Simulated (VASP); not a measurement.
# Zn (Im-3m) in VASP: a series of runs

Runs on Zn. Level: PBE. Tasks: single point.

All numbers are computed with VASP 6.6.1; they aren't measurements. Logs are shortened: lines on timing, memory, paths and dates and some standing lists are left out, and cuts for length are marked.

**1. The cell of the first run**

It takes space group Im-3m (No. 229, cubic). The conventional cell has a = 3.152 Å, b = 3.152 Å, c = 3.152 Å, α = 90.00°, β = 90.00°, γ = 90.00°. Within 3.6 Å of Zn (site symmetry m-3m) lie 14 Zn at 2.73 to 3.15 Å.

This isn't the form of Zn at room conditions, which is hcp.

**2. Single point, PBE**

INCAR

```
PREC = Accurate ; ENCUT = 520
EDIFF = 1E-6 ; ISMEAR = -1
SIGMA = 0.06122561905347299 ; LREAL = False
LASPH = True ; NELM = 100
ALGO = Normal ; ISIF = 2
LWAVE = False ; LCHARG = False
GGA = PE ; NBANDS = 12
```

KPOINTS

```
Automatic mesh
0
Gamma
  25 25 25
```

POSCAR

```
Zn
1.0
   -1.5760564744      1.5760564744      1.5760564744
    1.5760564744     -1.5760564744      1.5760564744
    1.5760564744      1.5760564744     -1.5760564744
Zn
1
Direct
    0.0000000000      0.0000000000      0.0000000000
```

Potentials or basis: VASP PAW PBE potentials, release 64 (Zn).

Launch:

```sh
$ cat potpaw_PBE.64/Zn/POTCAR > POTCAR
$ mpirun -np 1 vasp_std > vasp.out
```

OUTCAR:

```text
PREC = Accurate
   ENCUT = 520
   EDIFF = 1E-6
   ISMEAR = -1
   LREAL = False
   LASPH = True
   NELM = 100
   ISIF = 2
   GGA = PE

 ion  position               nearest neighbor table
   1  0.000  0.000  0.000-

  LATTYP: Found a body centered cubic cell.
 ALAT       =     3.1521129488

  Lattice vectors:

 A1 = (  -1.5760564744,   1.5760564744,   1.5760564744)
 A2 = (   1.5760564744,  -1.5760564744,   1.5760564744)
 A3 = (   1.5760564744,   1.5760564744,  -1.5760564744)

Analysis of symmetry for initial positions (statically):
=====================================================================
 Subroutine PRICEL returns:
 Original cell was already a primitive cell.

 Routine SETGRP: Setting up the symmetry group for a
 body centered cubic supercell.

 Subroutine GETGRP returns: Found 48 space group operations
 (whereof 48 operations were pure point group operations)
 out of a pool of 48 trial point group operations.

The static configuration has the point symmetry O_h .

Analysis of symmetry for dynamics (positions and initial velocities):
=====================================================================
 Subroutine PRICEL returns:
 Original cell was already a primitive cell.

 Routine SETGRP: Setting up the symmetry group for a
 body centered cubic supercell.

 Subroutine GETGRP returns: Found 48 space group operations
 (whereof 48 operations were pure point group operations)
 out of a pool of 48 trial point group operations.

The dynamic configuration has the point symmetry O_h .

 Subroutine INISYM returns: Found 48 space group operations
 (whereof 48 operations are pure point group operations),
 and found     1 'primitive' translations

----------------------------------------------------------------------------------------

                                     Primitive cell

  volume of cell :      15.6594

  direct lattice vectors                    reciprocal lattice vectors
    -1.576056474  1.576056474  1.576056474     0.000000000  0.317247515  0.317247515
     1.576056474 -1.576056474  1.576056474     0.317247515  0.000000000  0.317247515
     1.576056474  1.576056474 -1.576056474     0.317247515  0.317247515  0.000000000

  length of vectors
     2.729809889  2.729809889  2.729809889     0.448655738  0.448655738  0.448655738

  position of ions in fractional coordinates (direct lattice)
     0.000000000  0.000000000  0.000000000

  ion indices of the primitive-cell ions
   primitive index   ion index
                 1           1

----------------------------------------------------------------------------------------

 KPOINTS: Automatic mesh

Automatic generation of k-mesh.
 Grid dimensions read from file:
 generate k-points for:   25   25   25

 Generating k-lattice:

  Cartesian coordinates                     Fractional coordinates (reciprocal lattice)
     0.000000000  0.012689901  0.012689901     0.040000000  0.000000000  0.000000000
     0.012689901  0.000000000  0.012689901     0.000000000  0.040000000  0.000000000
     0.012689901  0.012689901  0.000000000     0.000000000  0.000000000  0.040000000

  Length of vectors
     0.017946230  0.017946230  0.017946230

  Shift w.r.t. Gamma in fractional coordinates (k-lattice)
     0.000000000  0.000000000  0.000000000

 Subroutine IBZKPT returns following result:
 ===========================================

 Found    455 irreducible k-points:

 Following reciprocal coordinates:
            Coordinates               Weight
  0.000000  0.000000  0.000000      1.000000
  0.040000  0.000000  0.000000     12.000000
  0.080000  0.000000  0.000000     12.000000
  0.120000  0.000000  0.000000     12.000000
  0.160000  0.000000  0.000000     12.000000
  0.200000  0.000000  0.000000     12.000000
[... 16 lines left out ...]
  0.400000  0.040000  0.000000     48.000000
  0.440000  0.040000  0.000000     48.000000
 [... further k-points ...]
   k-points           NKPTS =    455   k-points in BZ     NKDIM =    455   number of bands    NBANDS=     12
   number of dos      NEDOS =    301   number of ions     NIONS =      1
   total plane-waves  NPLWV =   8000
   dimension x,y,z NGX =    20 NGY =   20 NGZ =   20
   dimension x,y,z NGXF=    40 NGYF=   40 NGZF=   40
   ions per type =               1
   NGX,Y,Z   is equivalent  to a cutoff of  12.18, 12.18, 12.18 a.u.
   NGXF,Y,Z  is equivalent  to a cutoff of  24.36, 24.36, 24.36 a.u.
 SYSTEM =  unknown system
   PREC   = accura    normal or accurate (medium, high low for compatibility)
   ISTART =      0    job   : 0-new  1-cont  2-samecut
   ICHARG =      2    charge: 1-file 2-atom 10-const
   ISPIN  =      1    spin polarized calculation?
   LNONCOLLINEAR =      F non collinear calculations
   LSORBIT =      F    spin-orbit coupling
   LASPH  =      T    aspherical Exc in radial PAW
   ENCUT  =  520.0 eV  38.22 Ry    6.18 a.u.   5.08  5.08  5.08*2*pi/ulx,y,z
   NELM   =    100;   NELMIN=  2; NELMDL= -5     # of ELM steps
   EDIFF  = 0.1E-05   stopping-criterion for ELM
   LREAL  =      F    real-space projection
   EDIFFG = 0.1E-04   stopping-criterion for IOM
   NSW    =      0    number of steps for IOM
   IBRION =     -1    ionic relax: 0-MD 1-quasi-New 2-CG
   NFREE  =      0    steps in history (QN), initial steepest desc. (CG)
   ISIF   =      2    stress and relaxation
   ISYM   =      2    0-nonsym 1-usesym 2-fastsym
   POTIM  = 0.5000    time-step for ionic-motion
   TEBEG  =    0.0;   TEEND  =   0.0 temperature during run
   PSTRESS=    0.0 pullay stress
   NELECT =      12.0000    total number of electrons
   NUPDOWN=      -1.0000    fix difference up-down
   EMIN   =  10.00;   EMAX   =-10.00  energy-range for DOS
   EFERMI =   0.00;   METHOD = LEGACY
   ISMEAR =    -1;   SIGMA  =   0.06  broadening in eV -4-tet -1-fermi 0-gaus
   EFERMI_NEDOS =   21; number of points for ismear=-14 and -15
   IALGO  =     38    algorithm
   IMIX   =      4    mixing-type and parameters
     AMIX     =   0.40;   BMIX     =  1.00
     AMIX_MAG =   1.60;   BMIX_MAG =  1.00
  volume/ion in A,a.u.               =      15.66       105.67
  Fermi-wavevector in a.u.,A,eV,Ry     =   1.498109  2.831016 30.535980  2.244331
  Thomas-Fermi vector in A             =   2.609911
   LORBIT       =      0    0 simple, 1 ext, 2 COOP (PROOUT), +10 PAW based schemes
   GGA     = PE    functional components
   LHFCALC =     F    Hartree Fock is set to
   AEXX    =    0.0000 exact exchange contribution
   IVDW    =     0    specifies the selected vdW correction
   LEPSILON=     F    determine dielectric tensor
   LRPA    =     F    only Hartree local field effects (RPA)
 non-spin polarized calculation
  energy-cutoff  :      520.00
  volume of cell :       15.66
 maximum number of plane-waves:       434
   NGX = 11   NGY = 11   NGZ = 11

 number of electron      12.0000017 magnetization

 Free energy of the ion-electron system (eV)
  ---------------------------------------------------
  ext. energy  EPLUGINS =         0.00000000
  ---------------------------------------------------
  free energy    TOTEN  =        -1.02538496 eV

  energy without entropy =       -1.02143632  energy(sigma->0) =       -1.02341064

 E-fermi :   3.0143     XC(G=0): -11.4137

 val. band max:        3.0132867065   @ k =   0.4000   0.1200  -0.0000
 cond. band min:       3.0147963417   @ k =   0.3200   0.3200   0.0000
 fundamental gap:      0.0015096352
 Fermi energy:         3.0143472059

 k-point     1 :       0.0000    0.0000    0.0000
  band No.  band energies     occupation
      1      -7.2364      2.00000
      2      -4.7243      2.00000
      3      -4.7243      2.00000
      4      -4.7243      2.00000
      5      -4.2396      2.00000
      6      -4.2396      2.00000
      7      21.7360      0.00000
      8      21.7360      0.00000
      9      21.7360      0.00000
     10      23.5884      0.00000
     11      23.5884      0.00000
     12      23.5884      0.00000

 k-point     2 :       0.0400    0.0000    0.0000
  band No.  band energies     occupation
      1      -7.1863      2.00000
      2      -4.7289      2.00000
      3      -4.7232      2.00000
      4      -4.7127      2.00000
      5      -4.2441      2.00000
      6      -4.2393      2.00000
      7      20.9861      0.00000
      8      21.3161      0.00000
      9      21.5214      0.00000
     10      22.8416      0.00000
     11      23.0955      0.00000
     12      23.4031      0.00000

 k-point     3 :       0.0800    0.0000    0.0000
  band No.  band energies     occupation
      1      -7.0369      2.00000
      2      -4.7425      2.00000
      3      -4.7197      2.00000
      4      -4.6784      2.00000
      5      -4.2564      2.00000
      6      -4.2385      2.00000
      7      19.2101      0.00000
      8      20.4391      0.00000
      9      20.9119      0.00000
     10      22.2561      0.00000
     11      22.3033      0.00000
     12      23.3148      0.00000

 k-point     4 :       0.1200    0.0000    0.0000
  band No.  band energies     occupation
      1      -6.7921      2.00000
      2      -4.7641      2.00000
      3      -4.7123      2.00000
      4      -4.6232      2.00000
      5      -4.2732      2.00000
      6      -4.2370      2.00000
      7      17.2166      0.00000
      8      19.4658      0.00000
      9      20.1100      0.00000
     10      21.5383      0.00000
     11      21.7739      0.00000
     12      23.4825      0.00000

 k-point     5 :       0.1600    0.0000    0.0000
  band No.  band energies     occupation
      1      -6.4615      2.00000
      2      -4.7923      2.00000
      3      -4.6948      2.00000
      4      -4.5497      2.00000
      5      -4.2899      2.00000
      6      -4.2349      2.00000
      7      15.2243      0.00000
      8      18.5119      0.00000
      9      19.2845      0.00000
     10      20.8453      0.00000
     11      21.3235      0.00000
     12      23.8260      0.00000
[... 228 lines left out ...]
      1      -5.2968      2.00000
      2      -4.9452      2.00000
      3      -4.2973      2.00000
      4      -4.2274      2.00000
      5      -4.1418      2.00000
      6      -3.0578      2.00000
      7       7.1141      0.00000
      8      14.7589      0.00000
      9      16.0284      0.00000
     10      19.2041      0.00000
     11      20.3617      0.00000
     12      26.4137      0.00000

 k-point    22 :       0.3600    0.0400    0.0000
  band No.  band energies     occupation
      1      -5.2984      2.00000
      2      -4.9728      2.00000
      3      -4.2862      2.00000
      4      -4.2208      2.00000
      5      -4.0543      2.00000
      6      -2.1940      2.00000
      7       5.5404      0.00000
      8      14.3330      0.00000
      9      15.6595      0.00000
     10      18.9426      0.00000
     11      20.1746      0.00000
     12      27.2920      0.00000

 k-point    23 :       0.4000    0.0400    0.0000
  band No.  band energies     occupation
      1      -5.3127      2.00000
      2      -4.9938      2.00000
      3      -4.2759      2.00000
      4      -4.2178      2.00000
      5      -3.9875      2.00000
      6      -1.2223      2.00000
      7       4.0734      0.00000
      8      14.0226      0.00000
      9      15.3942      0.00000
     10      18.7562      0.00000
     11      20.0437      0.00000
     12      28.2276      0.00000

 k-point    24 :       0.4400    0.0400    0.0000
  band No.  band energies     occupation
      1      -5.3254      2.00000
      2      -5.0069      2.00000
      3      -4.2688      2.00000
      4      -4.2164      2.00000
      5      -3.9455      2.00000
      6      -0.2043      2.00000
      7       2.7612      1.96850
      8      13.8337      0.00000
      9      15.2343      0.00000
     10      18.6446      0.00000
     11      19.9663      0.00000
     12      29.1780      0.00000

 [... further k-points ...]

------------------------ aborting loop because EDIFF is reached ----------------------------------------

  FORCE on cell =-STRESS in cart. coord.  units (eV):
  Direction    XX          YY          ZZ          XY          YZ          ZX
  --------------------------------------------------------------------------------------
  -------------------------------------------------------------------------------------
  Total       -0.0722660     -0.0722660     -0.0722660     -0.0000000     -0.0000000     -0.0000000
  in kB       -7.3938285     -7.3938285     -7.3938285     -0.0000000     -0.0000000     -0.0000000
  external PRESSURE =      -7.3938285 kB  Pullay stress =       0.0000000 kB

 VOLUME and BASIS-vectors are now :
 -----------------------------------------------------------------------------
  energy-cutoff  :      520.00
  volume of cell :       15.66
      direct lattice vectors                 reciprocal lattice vectors
    -1.576056474  1.576056474  1.576056474     0.000000000  0.317247515  0.317247515
     1.576056474 -1.576056474  1.576056474     0.317247515  0.000000000  0.317247515
     1.576056474  1.576056474 -1.576056474     0.317247515  0.317247515  0.000000000

 POSITION                                       TOTAL-FORCE (eV/Angst)
 -----------------------------------------------------------------------------------
      0.00000      0.00000      0.00000        -0.000000     -0.000000      0.000000
 -----------------------------------------------------------------------------------
    total drift:                                0.000000     -0.000000      0.000000

  FREE ENERGIE OF THE ION-ELECTRON SYSTEM (eV)
  ---------------------------------------------------
  free  energy   TOTEN  =        -1.0253849598 eV

  energy  without entropy=       -1.0214363208  energy(sigma->0) =       -1.02341064
```

It took 72 s on 1 thread of Intel Xeon 8259CL, shared host; peak memory 0.19 GiB.

What came out:

```
Free energy            : -1.0254 eV
Pressure               : -0.7 GPa
Band gap on the k mesh : zero (bands 6 and 7 overlap by 4.83 eV)
```

**3. Single point, PBE**

INCAR

```
SYSTEM = Zn
ALGO = Normal ; EDIFF = 1E-7
ENCUT = 520 ; GGA = PE
ISIF = 2 ; ISMEAR = -1
LASPH = .True. ; LCHARG = .False.
LREAL = .False. ; LWAVE = .False.
NBANDS = 12 ; NELM = 80
PREC = Accurate ; SIGMA = 0.06122561905347299
```

KPOINTS

```
k-points
0
Gamma
  25 25 25
  0 0 0
```

POSCAR is that of step 2.

Potentials or basis: VASP PAW PBE potentials, release 64 (Zn).

Launch:

```sh
$ cat potpaw_PBE.64/Zn/POTCAR > POTCAR
$ mpirun -np 1 vasp_std > vasp.out
```

OUTCAR:

```text
SYSTEM = Zn
   EDIFF = 1E-7
   ENCUT = 520
   GGA = PE
   ISIF = 2
   ISMEAR = -1
   LASPH = .True.
   LREAL = .False.
   NELM = 80
   PREC = Accurate

 ion  position               nearest neighbor table
   1  0.000  0.000  0.000-

  LATTYP: Found a body centered cubic cell.
 ALAT       =     3.1521129488

  Lattice vectors:

 A1 = (  -1.5760564744,   1.5760564744,   1.5760564744)
 A2 = (   1.5760564744,  -1.5760564744,   1.5760564744)
[... 538 lines left out ...]
     12      29.1780      0.00000

 [... further k-points ...]

------------------------ aborting loop because EDIFF is reached ----------------------------------------

  FORCE on cell =-STRESS in cart. coord.  units (eV):
  Direction    XX          YY          ZZ          XY          YZ          ZX
  --------------------------------------------------------------------------------------
  -------------------------------------------------------------------------------------
  Total       -0.0779266     -0.0779266     -0.0779266      0.0000000     -0.0000000      0.0000000
  in kB       -7.9729873     -7.9729873     -7.9729873      0.0000000     -0.0000000      0.0000000
  external PRESSURE =      -7.9729873 kB  Pullay stress =       0.0000000 kB

 VOLUME and BASIS-vectors are now :
 -----------------------------------------------------------------------------
  energy-cutoff  :      520.00
  volume of cell :       15.66
      direct lattice vectors                 reciprocal lattice vectors
    -1.576056474  1.576056474  1.576056474     0.000000000  0.317247515  0.317247515
     1.576056474 -1.576056474  1.576056474     0.317247515  0.000000000  0.317247515
     1.576056474  1.576056474 -1.576056474     0.317247515  0.317247515  0.000000000

 POSITION                                       TOTAL-FORCE (eV/Angst)
 -----------------------------------------------------------------------------------
      0.00000      0.00000      0.00000         0.000000      0.000000      0.000000
 -----------------------------------------------------------------------------------
    total drift:                                0.000000      0.000000      0.000000

  FREE ENERGIE OF THE ION-ELECTRON SYSTEM (eV)
  ---------------------------------------------------
  free  energy   TOTEN  =        -1.0253847589 eV

  energy  without entropy=       -1.0214359974  energy(sigma->0) =       -1.02341038
```

stdout:

```text
POSCAR found type information on POSCAR Zn
 POSCAR found :  1 types and       1 ions
 scaLAPACK will be used
 LDA part: xc-table for (Slater+PW92), standard interpolation
 POSCAR, INCAR and KPOINTS ok, starting setup
 FFT: planning ... GRIDC
 FFT: planning ... GRID_SOFT
 FFT: planning ... GRID
 WAVECAR not read
 entering main loop
```

Wall time 83 s (1 thread of Intel Xeon 8259CL, shared host); peak memory 0.19 GiB.

Results:

* Free energy: -1.0254 eV
* Pressure: -0.8 GPa
* Band gap on the k mesh: zero (bands 6 and 7 overlap by 4.83 eV)

[end of part 1 of 2]
